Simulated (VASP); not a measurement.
Write the native input for VASP 6.6.1 that does the following.

- Task: electric field gradients
- Functional: LDA
- Potentials or basis: VASP PAW LDA potentials, release 64 (Sb_d_GW, Pt_sv_GW)
- Cutoff: 430 eV
- k mesh: 11 × 11 × 8
- Occupations: fermi-dirac, width 0.08 eV
- Spin: no spin polarisation
- Dipole correction: no
- Further INCAR settings: ALGO = Normal; EDIFF = 1e-08; NBANDS = 41

The structure of SbPt lies in POSCAR:

```
SbPt
1.0
    4.0741802462      0.0000000000      0.0000000000
   -2.0370901231      3.5283435928      0.0000000000
    0.0000000000      0.0000000000      5.3980449883
Sb Pt
2 2
Direct
    0.3333333333      0.6666666667      0.2500000000
    0.6666666667      0.3333333333      0.7500000000
    0.0000000000      0.0000000000      0.0000000000
    0.0000000000      0.0000000000      0.5000000000
```

These files were run (other wordings do the same):

INCAR

```
PREC     = Accurate       # precision mode
ENCUT    = 430            # plane-wave cutoff, eV
EDIFF    = 1E-8           # SCF threshold, eV
ISMEAR   = -1             # smearing method
SIGMA    = 0.08           # smearing width, eV
LREAL    = False          # projectors in reciprocal space
LASPH    = True           # aspherical terms in the spheres
NELM     = 120            # most SCF steps
ALGO     = Normal         # electronic algorithm
ISIF     = 2              # what is computed and relaxed
LWAVE    = False          # write WAVECAR
LCHARG   = False          # write CHGCAR
LEFG     = True         
NBANDS   = 41             # bands
GGA_COMPAT= False
```

KPOINTS

```
Automatic mesh
0
Gamma
  11 11 8
```

Potentials or basis: VASP PAW LDA potentials, release 64 (Sb_d_GW, Pt_sv_GW).

Command:

```bash
$ cat potpaw_LDA.64/Sb_d_GW/POTCAR potpaw_LDA.64/Pt_sv_GW/POTCAR > POTCAR
$ mpirun -np 1 vasp_std > vasp.out
```

It gave:

- Pressure: 5.4 GPa
- Band gap on the k mesh: zero (bands 33 and 34 overlap by 4.16 eV)
- Largest electric field gradient by atom: Sb +21.3; Pt -109.5 V/Å²

Caveat: the cell stands under pressure; without QUAD_EFG the Cq values of the log hold for a quadrupole moment of 1 mb, not for the nuclei; spin-orbit coupling is left out, which moves the levels of the heavy elements.

Wall time 5.2 min on 1 thread of Intel(R) Xeon(R) Platinum 8259CL CPU @ 2.50GHz (Skylake/Cascade Lake), on a shared host, peak memory 0.3 GiB.
